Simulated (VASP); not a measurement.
Runs of VASP 6.6.1 on Zn3CdTe4. The structure is that of space group P-4m2 (No. 115), or close to it. The cells are those of the table. 

```tsv
cell	gap on the mesh (eV)	pressure (GPa)	largest force (eV/Å)
a = 4.392, b = 4.392, c = 12.510 Å, 8 atoms	1.00	1.4	0.01
a = 4.441, b = 4.441, c = 12.615 Å, 8 atoms	(a)	(b)	0.01
a = 4.346, b = 4.346, c = 12.384 Å, 8 atoms	1.13	3.0	0.01
a = 4.483, b = 4.483, c = 12.750 Å, 8 atoms	(c)	-1.1	0.01
```

Alike in all rows: task single point; level PBE; potentials or basis VASP PAW PBE potentials, release 64 (Zn, Cd, Te); no spin polarisation; k mesh 6 × 6 × 2; cutoff (eV) 520; smearing gaussian 0.02 eV.

**Question.** Estimate the missing entries.

**Answer.** (a) 0.88; (b) 0.1; (c) 0.76.

Caveats: spin-orbit coupling is left out, which moves the levels of the heavy elements; the cell stands under pressure (at least some runs).

A k mesh can miss the band edges, and the runs leave out spin-orbit coupling on Cd, Te.
